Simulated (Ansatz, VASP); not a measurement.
One calculation of GaN, two programs

```
Ga N
1.0
     0.00000    2.25350    2.25350
     2.25350    0.00000    2.25350
     2.25350    2.25350    0.00000
Ga N
1 1
Direct
  0.00000 0.00000 0.00000
  0.75000 0.75000 0.75000
```

Alike in both runs: task single point; functional PBE; dispersion D3(BJ); k mesh 8 × 8 × 8; occupations gaussian, width 0.1 eV; no spin polarisation.

|  | VASP | Ansatz |
| --- | --- | --- |
| version | VASP 6.6.1 | Ansatz 0.2.0 |
| potentials or method | VASP PAW PBE potentials, release 64 (Ga_d, N), cutoff 600 eV | scalar-relativistic, plane waves, PAW |
| valence electrons in the cell | 18 | 18 |

|  | VASP | Ansatz | Ansatz less VASP |
| --- | --- | --- | --- |
| gap on the k mesh at the Fermi level (eV) | 1.72 | 1.72 | -0.006 |
| least direct gap on the mesh (eV) | 1.72 | 1.72 | -0.006 |
| pressure (GPa) | 1.2 | 1.4 | +0.12 |
